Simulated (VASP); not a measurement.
# Sb: single point with PBE

The system is Sb.

```
CELL_PARAMETERS angstrom
-1.92122 1.92122 1.92122
1.92122 -1.92122 1.92122
1.92122 1.92122 -1.92122
ATOMIC_POSITIONS crystal
Sb 0.00000 0.00000 0.00000
```

This cell differs from its parent crystal: volume scaled by 1.04.

| Property | Result |
| --- | --- |
| Program | VASP 6.6.1 |
| Task | single point |
| Functional | PBE |
| Potentials or basis | VASP PAW PBE potentials, release 64 (Sb) |
| Cutoff | 520 eV |
| k mesh | 13 × 13 × 13 |
| Occupations | fermi-dirac, width 0.1 eV |
| Spin | no spin polarisation |

- Pressure: -2.3 GPa

Levels at points of the mesh, in eV from the Fermi level:
| k point | band 1 | band 2 | band 3 | band 4 | band 5 | band 6 |
| --- | --- | --- | --- | --- | --- | --- |
| (0.00, 0.00, 0.00) | -12.40 | 5.14 | 5.14 | 5.14 | 10.40 | 10.40 |

It took 8.4 s on 1 thread of Intel(R) Xeon(R) 6975P-C (Granite Rapids), on a shared host, peak memory 0.16 GiB.

Caveat: spin-orbit coupling is left out, which moves the levels of the heavy elements.
